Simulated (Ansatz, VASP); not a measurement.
**Two plane-wave programs on KBr**

```
CELL_PARAMETERS angstrom
3.97587 0.00000 0.00000
0.00000 3.97587 0.00000
0.00000 0.00000 3.76793
ATOMIC_POSITIONS crystal
K 0.00000 0.00000 0.00000
Br 0.50000 0.50000 0.50000
```

Change from the starting cell: uniaxial_z strain -5.2%.

Alike in both runs: task single point; functional HSE06; k mesh 4 × 4 × 4; no spin polarisation.

|  | VASP | Ansatz |
| --- | --- | --- |
| version | VASP 6.6.1 | Ansatz 0.2.0 |
| potentials or method | VASP PAW PBE potentials, release 64 (K_sv, Br) | plane waves, PAW |
| plane-wave cutoff (eV) | 520 | 420 |
| occupations | gaussian, width 0.01 eV | fixed |
| valence electrons in the cell | 16 | 16 |

|  | VASP | Ansatz | Ansatz less VASP |
| --- | --- | --- | --- |
| gap on the k mesh at the Fermi level (eV) | 5.14 | 5.14 | +0.003 |
| pressure (GPa) | 1.7 | 1.7 | -0.03 |
| traceless stress, the component that is largest in VASP (GPa) | 1.58 | 1.58 | +0.006 |

Ansatz's warnings: stress exchange threshold loose, stress scf threshold loose.
